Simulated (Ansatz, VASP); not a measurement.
Pb: VASP beside Ansatz

File INCAR:

```
PREC = Accurate
ENCUT = 520
EDIFF = 1E-6
ISMEAR = -1
SIGMA = 0.05
LREAL = False
LASPH = True
NELM = 100
ALGO = Normal
ISIF = 2
LWAVE = False
LCHARG = False
GGA = PE
NBANDS = 13
```

KPOINTS

```
regular mesh
0
Gamma
  9 9 9
```

POSCAR

```
Pb
1.0
   -1.9529041306      1.9529041306      1.9529041306
    1.9529041306     -1.9529041306      1.9529041306
    1.9529041306      1.9529041306     -1.9529041306
Pb
1
Direct
    0.0000000000      0.0000000000      0.0000000000
```

File input.yaml:

```yaml
crystal:
  lattice:
    - [-1.9529041306, 1.9529041306, 1.9529041306]
    - [1.9529041306, -1.9529041306, 1.9529041306]
    - [1.9529041306, 1.9529041306, -1.9529041306]
  atoms:
    - { symbol: Pb, position: [0.0, 0.0, 0.0] }
kpoints:
  mp_grid: { grid: [9, 9, 9] }
scf:
  occupations: { method: fermi_dirac, width: 0.05 }
hamiltonian:
  xc: pbe
  pseudopotentials: { kind: all_electron, lapw: { basis_error: 0.0005 } }
output:
  forces: true
  stress: true
  eigenvalues: true
```

Change from the starting cell: volume scaled by 0.96.

Alike in both runs: task single point; functional PBE; k mesh 9 × 9 × 9; occupations fermi-dirac, width 0.05 eV; no spin polarisation.

```csv
,VASP,Ansatz
version,VASP 6.6.1,Ansatz 0.2.0
potentials or method,"VASP PAW PBE potentials, release 64 (Pb_d), cutoff 520 eV","all-electron LAPW, scalar-relativistic"
```

Ansatz gave:

| Item | Value |
| --- | --- |
| gap on the k mesh at the Fermi level (eV) | none |
| pressure (GPa) | 2.8 |

Problem. Estimate VASP's values.

Solution. gap on the k mesh at the Fermi level (eV): none; pressure (GPa): 2.6.

A gap of «none» marks a metal or a gap that the smearing closes. Ansatz ran all-electron here, and VASP with PAW potentials.

Neither program's run includes spin-orbit coupling.
